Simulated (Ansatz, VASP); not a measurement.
**Two plane-wave programs on Ti3Al**

```
Ti Al
1.0
     2.92974    0.00000    0.00000
    -1.46487    2.53723    0.00000
     0.00000    0.00000    9.23153
Ti Al
3 1
Direct
  0.66667 0.33333 0.00000
  0.33333 0.66667 0.73963
  0.33333 0.66667 0.26037
  0.66667 0.33333 0.50000
```

Alike in both runs: task single point; functional PBE; k mesh 15 × 15 × 6; occupations gaussian, width 0.15 eV; no spin polarisation.

|  | VASP | Ansatz |
| --- | --- | --- |
| version | VASP 6.6.1 | Ansatz 0.2.0 |
| potentials or method | VASP PAW PBE potentials, release 64 (Ti_sv, Al), cutoff 520 eV | scalar-relativistic, plane waves, PAW |
| valence electrons in the cell | 39 | 39 |

```csv
,VASP,Ansatz,Ansatz less VASP
gap on the k mesh at the Fermi level (eV),none,none,-
pressure (GPa),0.0,0.2,+0.20
"traceless stress, the component that is largest in VASP (GPa)",1.29,1.26,-0.025
rms of the force components (eV/Å),0.311,0.308,-0.0032
```

Atom by atom the forces differ by 0.003 eV/Å (rms over components). A gap of «none» marks a metal or a gap that the smearing closes. With one functional, cell and mesh, what is left measures potentials, basis and numerics.
